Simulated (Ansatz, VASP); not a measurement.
# MgS: VASP beside Ansatz

```
CELL_PARAMETERS angstrom
0.00000 2.64075 2.64075
2.64075 0.00000 2.64075
2.64075 2.64075 0.00000
ATOMIC_POSITIONS crystal
Mg 0.00000 0.00000 0.00000
S 0.50000 0.50000 0.50000
```

Alike in both runs: task single point; functional PBE; k mesh 8 × 8 × 8; occupations gaussian, width 0.02 eV; no spin polarisation.

|  | VASP | Ansatz |
| --- | --- | --- |
| version | VASP 6.6.1 | Ansatz 0.2.0 |
| potentials or method | VASP PAW PBE potentials, release 64 (Mg, S), cutoff 520 eV | scalar-relativistic, plane waves, PAW |
| valence electrons in the cell | 8 | 16 |

```tsv
	VASP	Ansatz	Ansatz less VASP
gap on the k mesh at the Fermi level (eV)	2.68	2.69	+0.017
least direct gap on the mesh (eV)	3.37	3.38	+0.013
pressure (GPa)	-2.3	-2.1	+0.28
```

With one functional, cell and mesh, what is left measures potentials, basis and numerics. VASP's potentials hold 8 valence electrons a cell and Ansatz's 16, so a difference there can come from the potentials and not from the codes.
